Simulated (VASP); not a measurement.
Crystal: Na2S.

```
CELL_PARAMETERS angstrom
0.00000 3.25543 3.25543
3.25543 0.00000 3.25543
3.25543 3.25543 0.00000
ATOMIC_POSITIONS crystal
Na 0.25000 0.25000 0.25000
Na 0.75000 0.75000 0.75000
S 0.00000 0.00000 0.00000
```

Base run:

| Item | Value |
| --- | --- |
| Program | VASP 6.6.1 |
| Functional | PBEsol |
| Dispersion | D3(BJ) |
| Potentials or basis | VASP PAW PBE potentials, release 64 (Na_pv, S) |
| Cutoff | 500 eV |
| k mesh | 6 × 6 × 6 |
| Occupations | gaussian, width 0.01 eV |
| Spin | no spin polarisation |

Its results: band gap on the k mesh 2.41 eV, direct; pressure -1.8 GPa.

Q: The run is repeated on the same cell with these changes: dispersion from D3(BJ) to none. What comes out?

A: Band gap on the k mesh 2.41 eV, direct; pressure -0.1 GPa.

Dispersion adds attraction, which lowers the pressure at fixed volume and, as a term added to the energy, leaves the levels alone.

Caveats: the PAW data sets were made with another functional, which shifts forces and pressure a little.

